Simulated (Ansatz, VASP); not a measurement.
**YPtC2N2 in VASP and in Ansatz**

File INCAR:

```
ALGO = Normal
EDIFF = 1E-6
ENCUT = 520
GGA = PE
ISIF = 2
ISMEAR = 0
LASPH = True
LCHARG = True
LELF = True
LREAL = False
LVHAR = True
LWAVE = False
NBANDS = 51
NELM = 60
PREC = Accurate
SIGMA = 0.2
```

Contents of KPOINTS:

```
k-points
0
Gamma
  4 4 4
```

Contents of POSCAR:

```
YPtC2N2
1.0
   -3.4342688417      4.6933708340      0.0060998676
   -3.4342688417     -4.6933708340      0.0060998676
    3.1120449893      0.0000000000      6.1400718555
Y Pt C N
2 2 4 4
Direct
    0.7500000000      0.7500000000      0.2500000000
    0.2500000000      0.2500000000      0.7500000000
    0.5000000000      0.5000000000      0.5000000000
    1.0000000000      1.0000000000      1.0000000000
    0.2040388978      0.7959611022      1.0000000000
    0.7040388978      0.2959611022      0.5000000000
    0.7959611022      0.2040388978      0.0000000000
    0.2959611022      0.7040388978      0.5000000000
    0.3321714049      0.6678285951      0.0000000000
    0.8321714049      0.1678285951      0.5000000000
    0.6678285951      0.3321714049      1.0000000000
    0.1678285951      0.8321714049      0.5000000000
```

Input for Ansatz:

```yaml
crystal:
  lattice:
    - [-3.4342688417, 4.693370834, 0.0060998676]
    - [-3.4342688417, -4.693370834, 0.0060998676]
    - [3.1120449893, 0.0, 6.1400718555]
  atoms:
    - { symbol: "Y", position: [0.75, 0.75, 0.25] }
    - { symbol: "Y", position: [0.25, 0.25, 0.75] }
    - { symbol: Pt, position: [0.5, 0.5, 0.5] }
    - { symbol: Pt, position: [1.0, 1.0, 1.0] }
    - { symbol: C, position: [0.2040388978, 0.7959611022, 1.0] }
    - { symbol: C, position: [0.7040388978, 0.2959611022, 0.5] }
    - { symbol: C, position: [0.7959611022, 0.2040388978, 0.0] }
    - { symbol: C, position: [0.2959611022, 0.7040388978, 0.5] }
    - { symbol: "N", position: [0.3321714049, 0.6678285951, 0.0] }
    - { symbol: "N", position: [0.8321714049, 0.1678285951, 0.5] }
    - { symbol: "N", position: [0.6678285951, 0.3321714049, 1.0] }
    - { symbol: "N", position: [0.1678285951, 0.8321714049, 0.5] }
basis:
  ecutwfc: 420
kpoints:
  mp_grid: { grid: [4, 4, 4] }
hamiltonian:
  xc: pbe
scf:
  occupations: { method: gaussian, width: 0.2 }
  lower_state_search: "off"
output:
  forces: true
  stress: true
  eigenvalues: true
```

Alike in both runs: task single point; functional PBE; k mesh 4 × 4 × 4; occupations gaussian, width 0.2 eV; no spin polarisation.

|  | VASP | Ansatz |
| --- | --- | --- |
| version | VASP 6.6.1 | Ansatz 0.2.0 |
| potentials or method | VASP PAW PBE potentials, release 64 (Y_sv, Pt, C, N), cutoff 520 eV | scalar-relativistic, plane waves, PAW |
| valence electrons in the cell | 78 | 94 |

|  | VASP | Ansatz | Ansatz less VASP |
| --- | --- | --- | --- |
| gap on the k mesh at the Fermi level (eV) | none | none | - |
| pressure (GPa) | 0.1 | -0.1 | -0.15 |
| traceless stress, the component that is largest in VASP (GPa) | 0.70 | 0.11 | -0.589 |
| rms of the force components (eV/Å) | 0.117 | 0.005 | -0.1122 |

Atom by atom the forces differ by 0.122 eV/Å (rms over components). A gap of «none» marks a metal or a gap that the smearing closes. One of these differences is far larger than is usual between the two programs; its cause wasn't traced. VASP's potentials hold 78 valence electrons a cell and Ansatz's 94, so a difference there can come from the potentials and not from the codes.

Spin-orbit coupling is off throughout. Noted on VASP's run: the standard files for N, O and F lose accuracy on very short bonds.
